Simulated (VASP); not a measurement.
A run of VASP 6.6.1 is set up as follows.

The input INCAR:

```
SYSTEM = B
  ALGO = Normal
  EDIFF = 1E-7
  EDIFFG = -0.01
  ENCUT = 600
  GGA = PE
  IBRION = 2
  ISIF = 3
  ISMEAR = 0
  LASPH = .True.
  LCHARG = .False.
  LREAL = .False.
  LWAVE = .False.
  NELM = 80
  NSW = 100
  PREC = Accurate
  SIGMA = 0.1
```

KPOINTS

```
k-points
0
Gamma
  24 24 8
  0 0 0
```

File POSCAR:

```
B
1.0
    2.1151824291      0.0000000000      0.0000000000
   -1.0575912146      1.8318017172      0.0000000000
    0.0000000000      0.0000000000      6.2092287249
B
4
Direct
    0.0000000000      0.0000000000      0.0000000000
    0.0000000000      0.0000000000      0.5000000000
    0.3333333333      0.6666666667      0.7500000000
    0.6666666667      0.3333333333      0.2500000000
```

Potentials or basis: VASP PAW PBE potentials, release 64 (B).

Run with:

```sh
$ cat potpaw_PBE.64/B/POTCAR > POTCAR
$ mpirun -np 1 vasp_std > vasp.out
```

(1) Estimate the band gap on the k mesh.

(2) Estimate the relaxed cell.

(3) What does it give for the space group after relaxing (to 0.1 Å)?

(4) Predict the relaxed volume.

## Answers

(1) zero (bands 6 and 7 overlap by 10.14 eV).

(2) a = 2.333 Å, b = 2.333 Å, c = 5.466 Å, α = 90.00°, β = 90.00°, γ = 120.00°.

(3) P6_3/mmc (No. 194).

(4) 6.44 Å³/atom.
